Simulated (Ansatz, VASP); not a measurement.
MgCd2Te3: VASP beside Ansatz

```
CELL_PARAMETERS angstrom
4.30445 0.00000 0.00000
-2.15222 3.72776 0.00000
0.00000 0.00000 21.02673
ATOMIC_POSITIONS crystal
Mg 0.00000 0.00000 0.08333
Mg 0.00000 0.00000 0.91667
Cd 0.00000 0.00000 0.41667
Cd 0.00000 0.00000 0.75000
Cd 0.00000 0.00000 0.25000
Cd 0.00000 0.00000 0.58333
Te 0.33333 0.66667 0.00000
Te 0.33333 0.66667 0.33333
Te 0.33333 0.66667 0.66667
Te 0.66667 0.33333 0.16667
Te 0.66667 0.33333 0.50000
Te 0.66667 0.33333 0.83333
```

Alike in both runs: task single point; functional PBE; k mesh 6 × 6 × 1; occupations gaussian, width 0.1 eV; no spin polarisation.

|  | VASP | Ansatz |
| --- | --- | --- |
| version | VASP 6.6.1 | Ansatz 0.2.0 |
| potentials or method | VASP PAW PBE potentials, release 64 (Mg, Cd, Te), cutoff 600 eV | scalar-relativistic, plane waves, PAW |
| valence electrons in the cell | 88 | 196 |

|  | VASP | Ansatz | Ansatz less VASP |
| --- | --- | --- | --- |
| gap on the k mesh at the Fermi level (eV) | none | none | - |
| pressure (GPa) | 0.5 | 0.5 | -0.07 |
| traceless stress, the component that is largest in VASP (GPa) | 0.17 | 0.18 | +0.014 |
| rms of the force components (eV/Å) | 0.083 | 0.078 | -0.0053 |

Atom by atom the forces differ by 0.005 eV/Å (rms over components). A gap of «none» marks a metal or a gap that the smearing closes. The functional is the same, so the differences come from potentials, cutoffs and numerics. VASP's potentials hold 88 valence electrons a cell and Ansatz's 196, so a difference there can come from the potentials and not from the codes.

Spin-orbit coupling is off throughout.
